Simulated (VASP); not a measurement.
**Pb: single point with SVWN5**

The system is Pb.

```
Pb
1.0
     0.00000    2.45841    2.45841
     2.45841    0.00000    2.45841
     2.45841    2.45841    0.00000
Pb
1
Cartesian
  0.0000 0.0000 0.0000
```

```
Program                : VASP 6.6.1
Task                   : single point
Functional             : SVWN5
Potentials or basis    : VASP PAW PBE potentials, release 64 (Pb_d)
Cutoff                 : 520 eV
k mesh                 : 9 × 9 × 9
Occupations            : fermi-dirac, width 0.05 eV
Spin                   : no spin polarisation
Dipole correction      : no
Further INCAR settings : ALGO = Fast; EDIFF = 1e-07; NBANDS = 13
```

The pressure is -1.4 GPa and the band gap on the k mesh is zero (band 7 reaches 14.62 eV, above the bottom of band 8 at 5.55 eV).

Levels at points of the mesh, in eV from the Fermi level:
```csv
k point,band 4,band 5,band 6,band 7,band 8,band 9,band 10,band 11
"(0.00, 0.00, 0.00)",-16.65,-16.65,-11.79,7.64,7.64,7.64,10.05,11.82
```

Wall time 14 s on 1 thread of Intel(R) Xeon(R) Platinum 8488C (Sapphire Rapids) (shared host), peak memory 0.12 GiB.

Caveat: the PAW data sets were made with another functional, which shifts forces and pressure a little; spin-orbit coupling is left out, which moves the levels of the heavy elements.
